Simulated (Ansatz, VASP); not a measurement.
## WSe2: VASP beside Ansatz

File INCAR:

```
ALGO = Normal
EDIFF = 1E-6
ENCUT = 520
GGA = PS
ISIF = 2
ISMEAR = 0
IVDW = 12
LASPH = True
LCHARG = False
LREAL = False
LWAVE = False
NBANDS = 35
NELM = 60
PREC = Accurate
SIGMA = 0.02
```

File KPOINTS:

```
k-points
0
Gamma
  12 12 2
```

POSCAR

```
WSe2
1.0
    3.2304557874      0.0000000000      0.0000000000
   -1.6152278937      2.7976567777      0.0000000000
    0.0000000000      0.0000000000     12.4145013743
W Se
2 4
Direct
    0.3333333333      0.6666666667      0.2500000000
    0.6666666667      0.3333333333      0.7500000000
    0.3333333333      0.6666666667      0.6145805821
    0.6666666667      0.3333333333      0.1145805821
    0.3333333333      0.6666666667      0.8854194179
    0.6666666667      0.3333333333      0.3854194179
```

Input for Ansatz:

```yaml
crystal:
  lattice:
    - [3.2304557874, 0.0, 0.0]
    - [-1.6152278937, 2.7976567777, 0.0]
    - [0.0, 0.0, 12.4145013743]
  atoms:
    - { symbol: W, position: [0.3333333333, 0.6666666667, 0.25] }
    - { symbol: W, position: [0.6666666667, 0.3333333333, 0.75] }
    - { symbol: Se, position: [0.3333333333, 0.6666666667, 0.6145805821] }
    - { symbol: Se, position: [0.6666666667, 0.3333333333, 0.1145805821] }
    - { symbol: Se, position: [0.3333333333, 0.6666666667, 0.8854194179] }
    - { symbol: Se, position: [0.6666666667, 0.3333333333, 0.3854194179] }
basis:
  ecutwfc: 420
kpoints:
  mp_grid: { grid: [12, 12, 2] }
  band_path: { path: [VBM, CBM], npoints: 2 }
hamiltonian:
  xc: pbesol
  dispersion: d3bj
scf:
  occupations: { method: gaussian, width: 0.02 }
output:
  forces: false
  stress: false
  eigenvalues: true
checkpoint:
  read: start.run
  write: ck
  compress: false
  write_wavefunctions: false
  write_every: 100000
```

Alike in both runs: task single point; functional PBEsol; dispersion D3(BJ); k mesh 12 × 12 × 2; occupations gaussian, width 0.02 eV; no spin polarisation.

|  | VASP | Ansatz |
| --- | --- | --- |
| version | VASP 6.6.1 | Ansatz 0.2.0 |
| potentials or method | VASP PAW PBE potentials, release 64 (W_sv, Se), cutoff 520 eV | scalar-relativistic, plane waves, PAW |
| valence electrons in the cell | 52 | 92 |

|  | VASP | Ansatz | Ansatz less VASP |
| --- | --- | --- | --- |
| gap on the k mesh at the Fermi level (eV) | 0.70 | 0.71 | +0.006 |
| least direct gap on the mesh (eV) | 1.65 | 1.65 | +0.002 |

VASP's potentials were made for PBE, not for PBEsol. VASP's potentials hold 52 valence electrons a cell and Ansatz's 92, so a difference there can come from the potentials and not from the codes.

Spin-orbit coupling is off throughout.
